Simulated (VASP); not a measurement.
Here is a VASP 6.6.1 calculation.

File INCAR:

```
ALGO     = Normal         # electronic algorithm
EDIFF    = 1E-8           # SCF threshold, eV
ENCUT    = 520            # plane-wave cutoff, eV
GGA      = CA             # functional
ISIF     = 2              # what is computed and relaxed
ISMEAR   = -1             # smearing method
LASPH    = True           # aspherical terms in the spheres
LCHARG   = False          # write CHGCAR
LEFG     = True         
LREAL    = False          # projectors in reciprocal space
LWAVE    = False          # write WAVECAR
NBANDS   = 11             # bands
NELM     = 100            # most SCF steps
PREC     = Accurate       # precision mode
SIGMA    = 0.02           # smearing width, eV
```

The input KPOINTS:

```
k-points
0
Gamma
  11 11 11
```

File POSCAR:

```
BN
1.0
    0.0000000000      1.8194705475      1.8194705475
    1.8194705475      0.0000000000      1.8194705475
    1.8194705475      1.8194705475      0.0000000000
B N
1 1
Direct
    0.0000000000      0.0000000000      0.0000000000
    0.7500000000      0.7500000000      0.7500000000
```

Potentials or basis: VASP PAW LDA potentials, release 64 (B, N).

Run with:

```sh
$ cat potpaw_LDA.64/B/POTCAR potpaw_LDA.64/N/POTCAR > POTCAR
$ mpirun -np 1 vasp_std > vasp.out
```

Question: Predict the pressure.

Answer: -17.1 GPa.

Question: Predict the band gap on the k mesh.

Answer: 4.42 eV, indirect (least direct gap 8.59 eV).

Caveat: without QUAD_EFG the Cq values of the log hold for a quadrupole moment of 1 mb, not for the nuclei. A k mesh can miss the band edges.
